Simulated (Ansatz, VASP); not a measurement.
One calculation of F, two programs

The input INCAR:

```
PREC = Accurate
ENCUT = 520
EDIFF = 1E-6
ISMEAR = 0
SIGMA = 0.05
LREAL = False
LASPH = True
NELM = 100
ALGO = Normal
ISIF = 2
LWAVE = False
LCHARG = True
GGA = PE
IVDW = 12
LELF = True
LVHAR = True
NBANDS = 22
```

File KPOINTS:

```
regular mesh
0
Gamma
  8 8 4
```

Contents of POSCAR:

```
F
1.0
    2.7604548894     -1.8633505743      0.2913189044
    2.7604548894      1.8633505743      0.2913189044
   -0.8622159032      0.0000000000      7.0194602442
F
4
Direct
    0.9138648456      0.5855481450      0.0939279973
    0.4144518550      0.0861351544      0.4060720027
    0.0861351544      0.4144518550      0.9060720027
    0.5855481450      0.9138648456      0.5939279973
```

Input for Ansatz:

```yaml
crystal:
  lattice:
    - [2.7604548894, -1.8633505743, 0.2913189044]
    - [2.7604548894, 1.8633505743, 0.2913189044]
    - [-0.8622159032, 0.0, 7.0194602442]
  atoms:
    - { symbol: F, position: [0.9138648456, 0.585548145, 0.0939279973] }
    - { symbol: F, position: [0.414451855, 0.0861351544, 0.4060720027] }
    - { symbol: F, position: [0.0861351544, 0.414451855, 0.9060720027] }
    - { symbol: F, position: [0.585548145, 0.9138648456, 0.5939279973] }
basis:
  ecutwfc: 520.0
kpoints:
  mp_grid: { grid: [8, 8, 4] }
hamiltonian:
  xc: pbe
  dispersion: d3bj
scf:
  occupations: { method: gaussian, width: 0.05 }
output:
  forces: true
  stress: true
  eigenvalues: true
```

Change from the starting cell: volume 18.287 Å^3 an atom, stretch along a over the lengths across it, relative to the relaxed cell 0.9416.

Alike in both runs: task single point; functional PBE; dispersion D3(BJ); k mesh 8 × 8 × 4; occupations gaussian, width 0.05 eV; no spin polarisation.

```csv
,VASP,Ansatz
version,VASP 6.6.1,Ansatz 0.2.0
potentials or method,"VASP PAW PBE potentials, release 64 (F), cutoff 520 eV","scalar-relativistic, plane waves, PAW"
valence electrons in the cell,28,28
```

Ansatz gave:

* gap on the k mesh at the Fermi level (eV): 2.45
* least direct gap on the mesh (eV): 2.45
* pressure (GPa): -3.8
* traceless stress, the component that is largest in VASP (GPa): -5.19
* rms of the force components (eV/Å): 0.945

Task: Estimate VASP's values.

Result: gap on the k mesh at the Fermi level (eV): 2.39; least direct gap on the mesh (eV): 2.39; pressure (GPa): -3.6; traceless stress, the component that is largest in VASP (GPa): -4.33; rms of the force components (eV/Å): 0.785.

Atom by atom the forces differ by 0.160 eV/Å (rms over components).
